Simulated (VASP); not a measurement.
Here is a VASP 6.6.1 calculation.

File INCAR:

```
  ALGO = Normal
  EDIFF = 1E-6
  ENCUT = 520
  ISIF = 2
  ISMEAR = 0
  LASPH = T
  LCHARG = F
  LREAL = F
  LWAVE = F
  NBANDS = 14
  NELM = 80
  PREC = Accurate
  SIGMA = 0.05
```

File KPOINTS:

```
k-points
0
Gamma
  18 18 10
```

Contents of POSCAR:

```
Re
1.0
    2.7369828641      0.0000000000      0.0000000000
   -1.3684914321      2.3702966900      0.0000000000
    0.0000000000      0.0000000000      4.4172726528
Re
2
Direct
    0.3333333333      0.6666666667      0.7500000000
    0.6666666667      0.3333333333      0.2500000000
```

Potentials or basis: VASP PAW LDA potentials, release 64 (Re).

Command:

```sh
$ cat potpaw_LDA.64/Re/POTCAR > POTCAR
$ mpirun -np 1 vasp_std > vasp.out
```

(1) What does it give for the pressure?

(2) Predict the band gap on the k mesh.

Answers

(1) 1.6 GPa.

(2) zero (band 7 reaches 9.84 eV, above the bottom of band 8 at 6.37 eV).

Caveat: spin-orbit coupling is left out, which moves the levels of the heavy elements.
